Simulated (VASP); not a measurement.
Set up this calculation in VASP 6.6.1, as the native input.

```yaml
Task: single point
Functional: LDA
Potentials_or_basis: VASP PAW LDA potentials, release 64 (Ga_d, As)
Cutoff: 520 eV
k_mesh: 11 × 11 × 11
Occupations: fermi-dirac, width 0.05 eV
Spin: no spin polarisation
Dipole_correction: no
Further_INCAR_settings: ALGO = Normal; EDIFF = 1e-06; NBANDS = 16
```

The structure of GaAs lies in POSCAR:

```
GaAs
1.0
    0.0000000000      2.7985815000      2.8268500000
    2.7985815000      0.0000000000      2.8268500000
    2.7985815000      2.7985815000      0.0000000000
Ga As
1 1
Direct
    0.0000000000      0.0000000000      0.0000000000
    0.7500000000      0.7500000000      0.7500000000
```

This cell differs from its parent crystal: equal xx and yy strain of -1 %.

The input as run:

INCAR

```
  PREC = Accurate
  ENCUT = 520
  EDIFF = 1E-6
  ISMEAR = -1
  SIGMA = 0.05
  LREAL = F
  LASPH = T
  NELM = 100
  ALGO = Normal
  ISIF = 2
  LWAVE = F
  LCHARG = T
  LELF = T
  LVHAR = T
  NBANDS = 16
```

KPOINTS

```
Automatic mesh
0
Gamma
  11 11 11
```

Potentials or basis: VASP PAW LDA potentials, release 64 (Ga_d, As).

Launch:

```bash
$ cat potpaw_LDA.64/Ga_d/POTCAR potpaw_LDA.64/As/POTCAR > POTCAR
$ mpirun -np 1 vasp_std > vasp.out
```

Results of the run:

```
Pressure               : -0.2 GPa
Band gap on the k mesh : 0.46 eV
```

Caveat: the cell differs from its parent crystal (equal xx and yy strain of -1 %); an odd mesh through Γ misses points on the zone boundary, where band edges can lie.

Run time: 70 s on 1 thread of Intel(R) Xeon(R) 6975P-C (Granite Rapids) (shared host), peak memory 0.22 GiB.
